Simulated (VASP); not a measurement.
Set up this calculation in VASP 6.6.1, as the native input.

* Task: single point
* Functional: PBE
* Potentials or basis: VASP PAW PBE potentials, release 64 (Ga_d, P)
* Cutoff: 520 eV
* k mesh: 6 × 6 × 6
* Occupations: fermi-dirac, width 0.02 eV
* Spin: no spin polarisation
* Dipole correction: no
* Further INCAR settings: ALGO = Normal; EDIFF = 1e-06; NBANDS = 16

The structure of GaP (zinc blende type) lies in POSCAR:

```
GaP
1.0
    0.0000000000      2.7550000000      2.7550000000
    2.7550000000      0.0000000000      2.7550000000
    2.7550000000      2.7550000000      0.0000000000
Ga P
1 1
Direct
    0.0000000000      0.0000000000      0.0000000000
    0.2500000000      0.2500000000      0.2500000000
```

One way to write it, as run:

INCAR

```
SYSTEM = GaP
ALGO = Normal ; EDIFF = 1E-6
ENCUT = 520 ; GGA = PE
ISIF = 2 ; ISMEAR = -1
LASPH = .TRUE. ; LCHARG = .FALSE.
LREAL = .FALSE. ; LWAVE = .FALSE.
NBANDS = 16 ; NELM = 80
PREC = Accurate ; SIGMA = 0.02
```

KPOINTS

```
k-points
0
G
  6 6 6
  0 0 0
```

Potentials or basis: VASP PAW PBE potentials, release 64 (Ga_d, P).

The run is started by

```sh
$ cat potpaw_PBE.64/Ga_d/POTCAR potpaw_PBE.64/P/POTCAR > POTCAR
$ mpirun -np 1 vasp_std > vasp.out
```

It gave:

* Pressure: -0.2 GPa
* Band gap on the k mesh: 1.56 eV

Run time: 13 s on 1 thread of Intel(R) Xeon(R) Platinum 8259CL CPU @ 2.50GHz (Skylake/Cascade Lake) (shared host), peak memory 0.16 GiB.
